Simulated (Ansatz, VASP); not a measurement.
# Cu: VASP beside Ansatz

```xyz
1
Lattice="-1.4428 1.4428 1.3761 1.4428 -1.4428 1.3761 1.4428 1.4428 -1.3761" Properties=species:S:1:pos:R:3 pbc="T T T"
Cu    0.0000    0.0000    0.0000
```

Alike in both runs: task relaxation of cell and atoms; functional BLYP; k mesh 13 × 13 × 13; occupations fermi-dirac, width 0.05 eV; no spin polarisation.

|  | VASP | Ansatz |
| --- | --- | --- |
| version | VASP 6.6.1 | Ansatz 0.2.0 |
| potentials or method | VASP PAW PBE potentials, release 64 (Cu) | Ansatz PAW |
| plane-wave cutoff (eV) | 600 | 420 |
| valence electrons in the cell | 11 | 19 |

```tsv
	VASP	Ansatz	Ansatz less VASP
gap on the k mesh at the Fermi level, each at its own relaxed structure (eV)	none	none	-
relaxed volume (Å³/atom)	12.86	12.79	-0.067
relaxed cell length with the largest relative difference (Å)	2.568	2.564	-0.0043
```

VASP's potentials were made for PBE, not for BLYP. A gap of «none» marks a metal or a gap that the smearing closes. VASP's potentials hold 11 valence electrons a cell and Ansatz's 19, so a difference there can come from the potentials and not from the codes.

Noted on Ansatz's run: the plane-wave basis is chosen anew once the cell has moved, so the energies of steps on either side of that aren't comparable.
